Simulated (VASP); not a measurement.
# BaO (Fm-3m) in VASP: notebook, part 2 of 2

VASP 6.6.1.

**5. Single point, r2SCAN**

This run uses another cell than the first one, of 21.30 Å³/atom.

Contents of POSCAR:

```
BaO
1.0
    0.0000000000      2.7720143027      2.7720143027
    2.7720143027      0.0000000000      2.7720143027
    2.7720143027      2.7720143027      0.0000000000
Ba O
1 1
Direct
    0.0000000000      0.0000000000      0.0000000000
    0.5000000000      0.5000000000      0.5000000000
```

Contents of INCAR.step1:

```
SYSTEM = BaO
PREC = Accurate
ENCUT = 660
ISMEAR = -1
SIGMA = 0.02
LREAL = .FALSE.
LASPH = .TRUE.
NELM = 120
NBANDS = 15
GGA = PE
ALGO = Normal
EDIFF = 1E-5
LWAVE = .TRUE.
LCHARG = .FALSE.
GGA_COMPAT = .FALSE.
```

Contents of INCAR.step2:

```
SYSTEM = BaO
PREC = Accurate
ENCUT = 660
EDIFF = 1E-6
ISMEAR = -1
SIGMA = 0.02
LREAL = .FALSE.
LASPH = .TRUE.
NELM = 120
ALGO = Normal
ISIF = 2
LWAVE = .FALSE.
LCHARG = .FALSE.
METAGGA = R2SCAN
LMIXTAU = .TRUE.
NBANDS = 15
ISTART = 1
GGA_COMPAT = .FALSE.
```

Contents of KPOINTS:

```
Automatic mesh
0
G
  8 8 8
  0 0 0
```

Potentials or basis: VASP PAW PBE potentials, release 64 (Ba_sv, O).

On the command line:

```sh
cat potpaw_PBE.64/Ba_sv/POTCAR potpaw_PBE.64/O/POTCAR > POTCAR
cp INCAR.step1 INCAR
mpirun -np 1 vasp_std > vasp.out
cp INCAR.step2 INCAR
mpirun -np 1 vasp_std > vasp.out
```

OUTCAR:

```text
SYSTEM = BaO
   PREC = Accurate
   ENCUT = 660
   EDIFF = 1E-6
   ISMEAR = -1
   LREAL = .FALSE.
   LASPH = .TRUE.
   NELM = 120
   ISIF = 2
   METAGGA = R2SCAN
   ISTART = 1

 ion  position               nearest neighbor table
   1  0.000  0.000  0.000-   2 2.77   2 2.77   2 2.77   2 2.77   2 2.77   2 2.77
   2  0.500  0.500  0.500-   1 2.77   1 2.77   1 2.77   1 2.77   1 2.77   1 2.77

  LATTYP: Found a face centered cubic cell.
 ALAT       =     5.5440286054

[... 619 lines left out ...]
 [... further k-points ...]

------------------------ aborting loop because EDIFF is reached ----------------------------------------

  FORCE on cell =-STRESS in cart. coord.  units (eV):
  Direction    XX          YY          ZZ          XY          YZ          ZX
  --------------------------------------------------------------------------------------
  -------------------------------------------------------------------------------------
  Total        0.4179303      0.4179303      0.4179303      0.0000000      0.0000000      0.0000000
  in kB       15.7180268     15.7180268     15.7180268      0.0000000      0.0000000      0.0000000
  external PRESSURE =      15.7180268 kB  Pullay stress =       0.0000000 kB

 VOLUME and BASIS-vectors are now :
 -----------------------------------------------------------------------------
  energy-cutoff  :      660.00
  volume of cell :       42.60
      direct lattice vectors                 reciprocal lattice vectors
     0.000000000  2.772014303  2.772014303    -0.180374250  0.180374250  0.180374250
     2.772014303  0.000000000  2.772014303     0.180374250 -0.180374250  0.180374250
     2.772014303  2.772014303  0.000000000     0.180374250  0.180374250 -0.180374250

 POSITION                                       TOTAL-FORCE (eV/Angst)
 -----------------------------------------------------------------------------------
      0.00000      0.00000      0.00000         0.000000     -0.000000      0.000000
      2.77201      2.77201      2.77201        -0.000000      0.000000      0.000000
 -----------------------------------------------------------------------------------
    total drift:                                0.000000      0.000000      0.000000

  FREE ENERGIE OF THE ION-ELECTRON SYSTEM (eV)
  ---------------------------------------------------
  free  energy   TOTEN  =       -37.8263296982 eV

  energy  without entropy=      -37.8263296982  energy(sigma->0) =      -37.82632970
```

OSZICAR.step1:

```text
N       E                     dE             d eps       ncg     rms          rms(c)
DAV:   1     0.901929235209E+02    0.90193E+02   -0.89487E+03   870   0.119E+03
DAV:   2    -0.974510167051E+01   -0.99938E+02   -0.86545E+02  1202   0.218E+02
DAV:   3    -0.143619724244E+02   -0.46169E+01   -0.45813E+01  1137   0.469E+01
DAV:   4    -0.144144481550E+02   -0.52476E-01   -0.52470E-01  1010   0.516E+00
DAV:   5    -0.144153674047E+02   -0.91925E-03   -0.91922E-03  1087   0.562E-01    0.955E+00
DAV:   6    -0.120540613804E+02    0.23613E+01   -0.87547E+00   919   0.219E+01    0.625E+00
DAV:   7    -0.118226382167E+02    0.23142E+00   -0.64400E-01   976   0.633E+00    0.222E+00
DAV:   8    -0.117976377473E+02    0.25000E-01   -0.10517E-01  1052   0.332E+00    0.534E-01
DAV:   9    -0.117971796196E+02    0.45813E-03   -0.98459E-03  1017   0.955E-01    0.166E-01
DAV:  10    -0.117984804117E+02   -0.13008E-02   -0.28168E-03   926   0.435E-01    0.493E-02
DAV:  11    -0.117984568990E+02    0.23513E-04   -0.17716E-04  1087   0.112E-01    0.264E-02
DAV:  12    -0.117984666185E+02   -0.97195E-05   -0.25895E-05   940   0.480E-02
   1 F= -.11798467E+02 E0= -.11798467E+02  d E =-.779651E-11
```

It took 54 s on 1 thread of Intel Xeon 6975P-C (Granite Rapids), shared host; peak memory 0.22 GiB.

What came out:

```yaml
Free_energy: -37.8263 eV
Pressure: 1.6 GPa
Band_gap_on_the_k_mesh: 2.32 eV
```

Levels at points of the mesh, in eV from the valence-band top:
| k point | band 4 | band 5 | band 6 | band 7 | band 8 | band 9 | band 10 | band 11 | band 12 | band 13 |
| --- | --- | --- | --- | --- | --- | --- | --- | --- | --- | --- |
| (0.00, 0.00, 0.00) | -10.76 | -10.76 | -0.36 | -0.36 | -0.36 | 4.12 | 5.13 | 5.13 | 5.13 | 7.56 |
| (0.50, 0.00, 0.00) | -10.88 | -10.88 | -1.96 | -1.49 | -1.49 | 5.32 | 7.65 | 7.65 | 8.69 | 11.15 |
| (0.50, 0.50, 0.00) | -11.34 | -11.34 | -0.17 | -0.17 | 0.00 | 2.32 | 6.56 | 9.54 | 9.96 | 10.22 |

Caveat: the PAW data sets were made with another functional, which shifts forces and pressure a little; spin-orbit coupling is left out, which moves the levels of the heavy elements.

**6. The runs side by side**

| level | potentials or basis | cell | cutoff (eV) | gap on the mesh (eV) | pressure (GPa) |
| --- | --- | --- | --- | --- | --- |
| LDA | VASP PAW LDA potentials, release 64 (Ba_sv, O) | a = 3.843 Å, angles 60.0°, 2 atoms | 600 | 1.60 | 2.2 |
| PBEsol | VASP PAW PBE potentials, release 64 (Ba_sv, O) | a = 3.882 Å, angles 60.0°, 2 atoms | 600 | 1.77 | 1.8 |
| PBE | VASP PAW PBE potentials, release 64 (Ba_sv, O) | a = 3.941 Å, angles 60.0°, 2 atoms | 600 | 2.04 | 1.5 |
| r2SCAN | VASP PAW PBE potentials, release 64 (Ba_sv, O) | a = 3.920 Å, angles 60.0°, 2 atoms | 660 | 2.32 | 1.6 |

Alike in all rows: task single point; no spin polarisation; k mesh 8 × 8 × 8; smearing fermi-dirac 0.02 eV.

Caveats: spin-orbit coupling is left out, which moves the levels of the heavy elements; the PAW data sets were made with another functional, which shifts forces and pressure a little (at least some runs).

Total energies depend on the potentials used, so only differences within one code and one set of settings carry meaning.
